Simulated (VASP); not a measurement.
# Al3W (Fm-3m) in VASP: notebook

Runs on Al3W. Level: PBE. Tasks: single point.

All numbers are computed with VASP 6.6.1; they aren't measurements. Logs are shortened: lines on timing, memory, paths and dates and some standing lists are left out, and cuts for length are marked.

### 1 The cell of the first run

The structure is cubic, space group Fm-3m (No. 225). Conventional cell: a = 6.281 Å, b = 6.281 Å, c = 6.281 Å, α = 90.00°, β = 90.00°, γ = 90.00°. Al (site symmetry m-3m) has 8 Al at 2.72 Å and 6 W at 3.14 Å within 3.6 Å. Al (site symmetry -43m) has 10 Al at 2.72 to 3.14 Å and 4 W at 2.72 Å within 3.6 Å. W (site symmetry m-3m) has 14 Al at 2.72 to 3.14 Å within 3.6 Å.

The cell was built from a structure type or drawn by symmetry, and may not be a known phase.

### 2 Single point, PBE

INCAR

```
SYSTEM = Al3W
PREC     = Accurate       ! precision mode
ENCUT    = 500            ! plane-wave cutoff, eV
EDIFF    = 1E-6           ! SCF threshold, eV
ISMEAR   = 0              ! smearing method
SIGMA    = 0.1            ! smearing width, eV
LREAL    = .FALSE.        ! projectors in reciprocal space
LASPH    = .TRUE.         ! aspherical terms in the spheres
NELM     = 120            ! most SCF steps
ALGO     = Normal         ! electronic algorithm
ISIF     = 2              ! what is computed and relaxed
LWAVE    = .FALSE.        ! write WAVECAR
LCHARG   = .FALSE.        ! write CHGCAR
GGA      = PE             ! functional
NBANDS   = 20             ! bands
GGA_COMPAT= .FALSE.
```

KPOINTS

```
regular mesh
0
G
  4 4 4
  0 0 0
```

POSCAR

```
Al3W
1.0
    0.0000000000      3.1403098511      3.1403098511
    3.1403098511      0.0000000000      3.1403098511
    3.1403098511      3.1403098511      0.0000000000
Al W
3 1
Direct
    0.5000000000      0.5000000000      0.5000000000
    0.2500000000      0.2500000000      0.2500000000
    0.7500000000      0.7500000000      0.7500000000
    0.0000000000      0.0000000000      0.0000000000
```

Potentials or basis: VASP PAW PBE potentials, release 64 (Al, W_sv).

The run is started by

```
> cat potpaw_PBE.64/Al/POTCAR potpaw_PBE.64/W_sv/POTCAR > POTCAR
> mpirun -np 1 vasp_std > vasp.out
```

OUTCAR:

```text
SYSTEM = Al3W
   PREC = Accurate
   ENCUT = 500
   EDIFF = 1E-6
   ISMEAR = 0
   LREAL = .FALSE.
   LASPH = .TRUE.
   NELM = 120
   ISIF = 2
   GGA = PE

 ion  position               nearest neighbor table
   1  0.500  0.500  0.500-   2 2.72   2 2.72   2 2.72   2 2.72   3 2.72   3 2.72   3 2.72   3 2.72
                             4 3.14   4 3.14   4 3.14   4 3.14   4 3.14   4 3.14
   2  0.250  0.250  0.250-   4 2.72   4 2.72   4 2.72   1 2.72   4 2.72   1 2.72   1 2.72   1 2.72
                             3 3.14   3 3.14   3 3.14   3 3.14   3 3.14   3 3.14
   3  0.750  0.750  0.750-   1 2.72   1 2.72   1 2.72   1 2.72   4 2.72   4 2.72   4 2.72   4 2.72
                             2 3.14   2 3.14   2 3.14   2 3.14   2 3.14   2 3.14
   4  0.000  0.000  0.000-   3 2.72   3 2.72   3 2.72   2 2.72   3 2.72   2 2.72   2 2.72   2 2.72
                             1 3.14   1 3.14   1 3.14   1 3.14   1 3.14   1 3.14

  LATTYP: Found a face centered cubic cell.
 ALAT       =     6.2806197022

  Lattice vectors:

 A1 = (   0.0000000000,   3.1403098511,   3.1403098511)
 A2 = (   3.1403098511,   0.0000000000,   3.1403098511)
 A3 = (   3.1403098511,   3.1403098511,   0.0000000000)

Analysis of symmetry for initial positions (statically):
=====================================================================
 Subroutine PRICEL returns:
 Original cell was already a primitive cell.

 Routine SETGRP: Setting up the symmetry group for a
 face centered cubic supercell.

 Subroutine GETGRP returns: Found 48 space group operations
 (whereof 48 operations were pure point group operations)
 out of a pool of 48 trial point group operations.

The static configuration has the point symmetry O_h .

Analysis of symmetry for dynamics (positions and initial velocities):
=====================================================================
 Subroutine PRICEL returns:
 Original cell was already a primitive cell.

 Routine SETGRP: Setting up the symmetry group for a
 face centered cubic supercell.

 Subroutine GETGRP returns: Found 48 space group operations
 (whereof 48 operations were pure point group operations)
 out of a pool of 48 trial point group operations.

The dynamic configuration has the point symmetry O_h .

 Subroutine INISYM returns: Found 48 space group operations
 (whereof 48 operations are pure point group operations),
 and found     1 'primitive' translations

----------------------------------------------------------------------------------------

                                     Primitive cell

  volume of cell :      61.9366

  direct lattice vectors                    reciprocal lattice vectors
     0.000000000  3.140309851  3.140309851    -0.159219957  0.159219957  0.159219957
     3.140309851  0.000000000  3.140309851     0.159219957 -0.159219957  0.159219957
     3.140309851  3.140309851  0.000000000     0.159219957  0.159219957 -0.159219957

  length of vectors
     4.441068781  4.441068781  4.441068781     0.275777055  0.275777055  0.275777055

  position of ions in fractional coordinates (direct lattice)
     0.500000000  0.500000000  0.500000000
     0.250000000  0.250000000  0.250000000
     0.750000000  0.750000000  0.750000000
     0.000000000  0.000000000  0.000000000

  ion indices of the primitive-cell ions
   primitive index   ion index
                 1           1
                 2           2
                 3           3
                 4           4

----------------------------------------------------------------------------------------

 KPOINTS: regular mesh

Automatic generation of k-mesh.
 Grid dimensions read from file:
 generate k-points for:    4    4    4

 Generating k-lattice:

  Cartesian coordinates                     Fractional coordinates (reciprocal lattice)
    -0.039804989  0.039804989  0.039804989     0.250000000  0.000000000  0.000000000
     0.039804989 -0.039804989  0.039804989     0.000000000  0.250000000  0.000000000
     0.039804989  0.039804989 -0.039804989     0.000000000  0.000000000  0.250000000

  Length of vectors
     0.068944264  0.068944264  0.068944264

  Shift w.r.t. Gamma in fractional coordinates (k-lattice)
     0.000000000  0.000000000  0.000000000

 Subroutine IBZKPT returns following result:
 ===========================================

 Found      8 irreducible k-points:

 Following reciprocal coordinates:
            Coordinates               Weight
  0.000000  0.000000  0.000000      1.000000
  0.250000  0.000000  0.000000      8.000000
  0.500000  0.000000  0.000000      4.000000
  0.250000  0.250000  0.000000      6.000000
  0.500000  0.250000  0.000000     24.000000
 -0.250000  0.250000  0.000000     12.000000
  0.500000  0.500000  0.000000      3.000000
 -0.250000  0.500000  0.250000      6.000000
   k-points           NKPTS =      8   k-points in BZ     NKDIM =      8   number of bands    NBANDS=     20
   number of dos      NEDOS =    301   number of ions     NIONS =      4
   total plane-waves  NPLWV =  32768
   dimension x,y,z NGX =    32 NGY =   32 NGZ =   32
   dimension x,y,z NGXF=    64 NGYF=   64 NGZF=   64
   ions per type =               3   1
   NGX,Y,Z   is equivalent  to a cutoff of  11.98, 11.98, 11.98 a.u.
   NGXF,Y,Z  is equivalent  to a cutoff of  23.96, 23.96, 23.96 a.u.
 SYSTEM =  Al3W
   PREC   = accura    normal or accurate (medium, high low for compatibility)
   ISTART =      0    job   : 0-new  1-cont  2-samecut
   ICHARG =      2    charge: 1-file 2-atom 10-const
   ISPIN  =      1    spin polarized calculation?
   LNONCOLLINEAR =      F non collinear calculations
   LSORBIT =      F    spin-orbit coupling
   LASPH  =      T    aspherical Exc in radial PAW
   ENCUT  =  500.0 eV  36.75 Ry    6.06 a.u.   8.10  8.10  8.10*2*pi/ulx,y,z
   NELM   =    120;   NELMIN=  2; NELMDL= -5     # of ELM steps
   EDIFF  = 0.1E-05   stopping-criterion for ELM
   LREAL  =      F    real-space projection
   EDIFFG = 0.1E-04   stopping-criterion for IOM
   NSW    =      0    number of steps for IOM
   IBRION =     -1    ionic relax: 0-MD 1-quasi-New 2-CG
   NFREE  =      0    steps in history (QN), initial steepest desc. (CG)
   ISIF   =      2    stress and relaxation
   ISYM   =      2    0-nonsym 1-usesym 2-fastsym
   POTIM  = 0.5000    time-step for ionic-motion
   TEBEG  =    0.0;   TEEND  =   0.0 temperature during run
   PSTRESS=    0.0 pullay stress
   NELECT =      23.0000    total number of electrons
   NUPDOWN=      -1.0000    fix difference up-down
   EMIN   =  10.00;   EMAX   =-10.00  energy-range for DOS
   EFERMI =   0.00;   METHOD = LEGACY
   ISMEAR =     0;   SIGMA  =   0.10  broadening in eV -4-tet -1-fermi 0-gaus
   EFERMI_NEDOS =   21; number of points for ismear=-14 and -15
   IALGO  =     38    algorithm
   IMIX   =      4    mixing-type and parameters
     AMIX     =   0.40;   BMIX     =  1.00
     AMIX_MAG =   1.60;   BMIX_MAG =  1.00
  volume/ion in A,a.u.               =      15.48       104.49
  Fermi-wavevector in a.u.,A,eV,Ry     =   1.176707  2.223653 18.839157  1.384639
  Thomas-Fermi vector in A             =   2.313066
   LORBIT       =      0    0 simple, 1 ext, 2 COOP (PROOUT), +10 PAW based schemes
   GGA     = PE    functional components
   LHFCALC =     F    Hartree Fock is set to
   AEXX    =    0.0000 exact exchange contribution
   IVDW    =     0    specifies the selected vdW correction
   LEPSILON=     F    determine dielectric tensor
   LRPA    =     F    only Hartree local field effects (RPA)
 non-spin polarized calculation
 Gauss-broadening in eV      SIGMA  =   0.10
  energy-cutoff  :      500.00
  volume of cell :       61.94
 maximum number of plane-waves:      1591
   NGX = 17   NGY = 17   NGZ = 17

 number of electron      22.9999998 magnetization

 Free energy of the ion-electron system (eV)
  ---------------------------------------------------
  ext. energy  EPLUGINS =         0.00000000
  ---------------------------------------------------
  free energy    TOTEN  =       -23.07069916 eV

  energy without entropy =      -23.04775865  energy(sigma->0) =      -23.05922891

 E-fermi :   9.1983     XC(G=0): -11.2781

 val. band max:        9.1801552328   @ k =   0.0000   0.0000   0.0000
 cond. band min:       9.2336052868   @ k =   0.5000   0.2500   0.0000
 fundamental gap:      0.0534500540
 Fermi energy:         9.1982593481

 k-point     1 :       0.0000    0.0000    0.0000
  band No.  band energies     occupation
      1     -64.1603      2.00000
      2     -28.4224      2.00000
      3     -28.4224      2.00000
      4     -28.4224      2.00000
      5      -1.8267      2.00000
      6       5.8669      2.00000
[... 12 lines left out ...]
     19      14.9520      0.00000
     20      14.9520      0.00000

 k-point     2 :       0.2500    0.0000    0.0000
  band No.  band energies     occupation
      1     -64.1602      2.00000
      2     -28.4275      2.00000
      3     -28.4232      2.00000
      4     -28.4232      2.00000
      5      -1.0512      2.00000
      6       3.9781      2.00000
[... 12 lines left out ...]
     19      15.4954      0.00000
     20      15.4954      0.00000

 k-point     3 :       0.5000    0.0000    0.0000
  band No.  band energies     occupation
      1     -64.1602      2.00000
      2     -28.4326      2.00000
      3     -28.4240      2.00000
      4     -28.4240      2.00000
      5       1.0798      2.00000
      6       1.1031      2.00000
[... 12 lines left out ...]
     19      15.6243      0.00000
     20      16.7453      0.00000

 k-point     4 :       0.2500    0.2500    0.0000
  band No.  band energies     occupation
      1     -64.1603      2.00000
      2     -28.4274      2.00000
      3     -28.4243      2.00000
      4     -28.4243      2.00000
      5      -0.8005      2.00000
      6       4.6715      2.00000
[... 12 lines left out ...]
     19      16.0268      0.00000
     20      16.9635      0.00000

 k-point     5 :       0.5000    0.2500    0.0000
  band No.  band energies     occupation
      1     -64.1602      2.00000
      2     -28.4309      2.00000
      3     -28.4266      2.00000
      4     -28.4251      2.00000
      5       0.8586      2.00000
      6       2.5383      2.00000
[... 12 lines left out ...]
     19      16.5655      0.00000
     20      17.6355      0.00000

 k-point     6 :      -0.2500    0.2500    0.0000
  band No.  band energies     occupation
      1     -64.1602      2.00000
      2     -28.4297      2.00000
      3     -28.4268      2.00000
      4     -28.4240      2.00000
      5       0.1751      2.00000
      6       3.3865      2.00000
[... 12 lines left out ...]
     19      15.5937      0.00000
     20      16.5797      0.00000

 k-point     7 :       0.5000    0.5000    0.0000
  band No.  band energies     occupation
      1     -64.1602      2.00000
      2     -28.4323      2.00000
      3     -28.4262      2.00000
      4     -28.4262      2.00000
      5       1.6280      2.00000
      6       2.2360      2.00000
[... 12 lines left out ...]
     19      16.3108      0.00000
     20      16.3108      0.00000

 k-point     8 :      -0.2500    0.5000    0.2500
  band No.  band energies     occupation
      1     -64.1602      2.00000
      2     -28.4292      2.00000
      3     -28.4292      2.00000
      4     -28.4263      2.00000
      5       2.2073      2.00000
      6       2.7973      2.00000
[... 12 lines left out ...]
     19      17.2452      0.00000
     20      17.2452      0.00000

------------------------ aborting loop because EDIFF is reached ----------------------------------------

  FORCE on cell =-STRESS in cart. coord.  units (eV):
  Direction    XX          YY          ZZ          XY          YZ          ZX
  --------------------------------------------------------------------------------------
  -------------------------------------------------------------------------------------
  Total       -0.0204861     -0.0204861     -0.0204861      0.0000000     -0.0000000      0.0000000
  in kB       -0.5299347     -0.5299347     -0.5299347      0.0000000     -0.0000000      0.0000000
  external PRESSURE =      -0.5299347 kB  Pullay stress =       0.0000000 kB

 VOLUME and BASIS-vectors are now :
 -----------------------------------------------------------------------------
  energy-cutoff  :      500.00
  volume of cell :       61.94
      direct lattice vectors                 reciprocal lattice vectors
     0.000000000  3.140309851  3.140309851    -0.159219957  0.159219957  0.159219957
     3.140309851  0.000000000  3.140309851     0.159219957 -0.159219957  0.159219957
     3.140309851  3.140309851  0.000000000     0.159219957  0.159219957 -0.159219957

 POSITION                                       TOTAL-FORCE (eV/Angst)
 -----------------------------------------------------------------------------------
      3.14031      3.14031      3.14031        -0.000000      0.000000      0.000000
      1.57015      1.57015      1.57015        -0.000000     -0.000000     -0.000000
      4.71046      4.71046      4.71046         0.000000      0.000000     -0.000000
      0.00000      0.00000      0.00000        -0.000000      0.000000      0.000000
 -----------------------------------------------------------------------------------
    total drift:                                0.000000     -0.000000     -0.000000

  FREE ENERGIE OF THE ION-ELECTRON SYSTEM (eV)
  ---------------------------------------------------
  free  energy   TOTEN  =       -23.0706991632 eV

  energy  without entropy=      -23.0477586483  energy(sigma->0) =      -23.05922891
```

It took 8.3 s on 1 thread of Intel Xeon Platinum 8259CL at 2.50GHz (Skylake/Cascade Lake), shared host; peak memory 0.17 GiB.

Results:

```
Free energy            : -23.0707 eV
Pressure               : -0.1 GPa
Band gap on the k mesh : zero (an odd number of electrons rules out a gap without spin polarisation)
```

Levels at points of the mesh, in eV from the Fermi level:
```tsv
k point	band 9	band 10	band 11	band 12	band 13	band 14
(0.00, 0.00, 0.00)	-1.26	-1.26	-0.02	-0.02	-0.02	0.74
(0.50, 0.00, 0.00)	-1.32	-0.64	-0.56	-0.56	-0.15	-0.15
(0.50, 0.50, 0.00)	-3.46	-2.61	-0.43	-0.43	-0.13	2.84
```

Caveat: the k points lie up to 0.43 Å⁻¹ apart, too coarse for converged energies and pressures of a metal; spin-orbit coupling is left out, which moves the levels of the heavy elements.

### 3 Single point, PBE

This run uses another cell than the first one, of 17.73 Å³/atom.

INCAR

```
SYSTEM = Al3W
PREC = Accurate
ENCUT = 500
EDIFF = 1E-6
ISMEAR = 0
SIGMA = 0.1
LREAL = .FALSE.
LASPH = .TRUE.
NELM = 120
ALGO = Normal
ISIF = 2
LWAVE = .FALSE.
LCHARG = .FALSE.
GGA = PE
NBANDS = 20
GGA_COMPAT = .FALSE.
```

KPOINTS

```
Automatic mesh
0
G
  4 4 4
  0 0 0
```

POSCAR

```
Al3W
1.0
    0.0000000000      3.2855538400      3.2855538400
    3.2855538400      0.0000000000      3.2855538400
    3.2855538400      3.2855538400      0.0000000000
Al W
3 1
Direct
    0.5000000000      0.5000000000      0.5000000000
    0.2500000000      0.2500000000      0.2500000000
    0.7500000000      0.7500000000      0.7500000000
    0.0000000000      0.0000000000      0.0000000000
```

Potentials or basis: VASP PAW PBE potentials, release 64 (Al, W_sv).

The run is started by

```
> cat potpaw_PBE.64/Al/POTCAR potpaw_PBE.64/W_sv/POTCAR > POTCAR
> mpirun -np 1 vasp_std > vasp.out
```

Wall time 12 s (1 thread of Intel Xeon Platinum 8259CL at 2.50GHz (Skylake/Cascade Lake), shared host); peak memory 0.2 GiB.

Results (log left out):

```
Free energy            : -22.6399 eV
Pressure               : -13.4 GPa
Band gap on the k mesh : zero (an odd number of electrons rules out a gap without spin polarisation)
```

Levels at points of the mesh, in eV from the Fermi level:
| k point | band 7 | band 8 | band 9 | band 10 | band 11 | band 12 | band 13 | band 14 | band 15 | band 16 |
| --- | --- | --- | --- | --- | --- | --- | --- | --- | --- | --- |
| (0.00, 0.00, 0.00) | -2.91 | -2.91 | -0.99 | -0.99 | 0.02 | 0.02 | 0.02 | 0.02 | 1.79 | 3.76 |
| (0.50, 0.00, 0.00) | -3.17 | -3.17 | -1.33 | -1.01 | -0.49 | -0.49 | -0.13 | -0.13 | 3.64 | 3.64 |
| (0.50, 0.50, 0.00) | -4.89 | -3.18 | -3.18 | -2.53 | -0.42 | -0.42 | -0.09 | 2.14 | 3.88 | 6.09 |

Caveat: the k points lie up to 0.41 Å⁻¹ apart, too coarse for converged energies and pressures of a metal; spin-orbit coupling is left out, which moves the levels of the heavy elements.

### 4 Single point, PBE

This run uses another cell than the first one, of 15.40 Å³/atom.

INCAR is that of step 3.

KPOINTS

```
Automatic mesh
0
G
  6 6 6
  0 0 0
```

POSCAR

```
Al3W
1.0
    0.0000000000      3.1345776034      3.1345776034
    3.1345776034      0.0000000000      3.1345776034
    3.1345776034      3.1345776034      0.0000000000
Al W
3 1
Direct
    0.5000000000      0.5000000000      0.5000000000
    0.2500000000      0.2500000000      0.2500000000
    0.7500000000      0.7500000000      0.7500000000
    0.0000000000      0.0000000000      0.0000000000
```

The run is started by

```
> cat potpaw_PBE.64/Al/POTCAR potpaw_PBE.64/W_sv/POTCAR > POTCAR
> mpirun -np 1 vasp_std > vasp.out
```

It took 13 s on 1 thread of Intel Xeon Platinum 8259CL at 2.50GHz (Skylake/Cascade Lake), shared host; peak memory 0.18 GiB.

Results (log left out):

```yaml
Free_energy: -22.9746 eV
Pressure: 0.3 GPa
Band_gap_on_the_k_mesh: zero (an odd number of electrons rules out a gap without spin polarisation)
```

Levels at points of the mesh, in eV from the Fermi level:
```tsv
k point	band 7	band 8	band 9	band 10	band 11	band 12	band 13	band 14	band 15	band 16
(0.00, 0.00, 0.00)	-3.38	-3.38	-1.26	-1.26	-0.09	-0.09	-0.09	0.69	2.89	4.37
(0.50, 0.00, 0.00)	-3.68	-3.68	-1.32	-0.70	-0.54	-0.54	-0.21	-0.21	4.37	4.37
(0.50, 0.50, 0.00)	-5.33	-3.54	-3.54	-2.64	-0.41	-0.41	-0.10	2.89	4.94	6.33
```

Caveat: spin-orbit coupling is left out, which moves the levels of the heavy elements.

### 5 Overview

| cell | k mesh | gap on the mesh (eV) | pressure (GPa) |
| --- | --- | --- | --- |
| a = 4.441 Å, angles 60.0°, 4 atoms | 4 × 4 × 4 | none | -0.1 |
| a = 4.646 Å, angles 60.0°, 4 atoms | 4 × 4 × 4 | none | -13.4 |
| a = 4.433 Å, angles 60.0°, 4 atoms | 6 × 6 × 6 | none | 0.3 |

Alike in all rows: task single point; level PBE; potentials or basis VASP PAW PBE potentials, release 64 (Al, W_sv); no spin polarisation; cutoff (eV) 500; smearing gaussian 0.1 eV.

Caveats: some runs use coarse meshes; spin-orbit coupling is left out, which moves the levels of the heavy elements.

Total energies depend on the potentials used, so only differences within one code and one set of settings carry meaning.
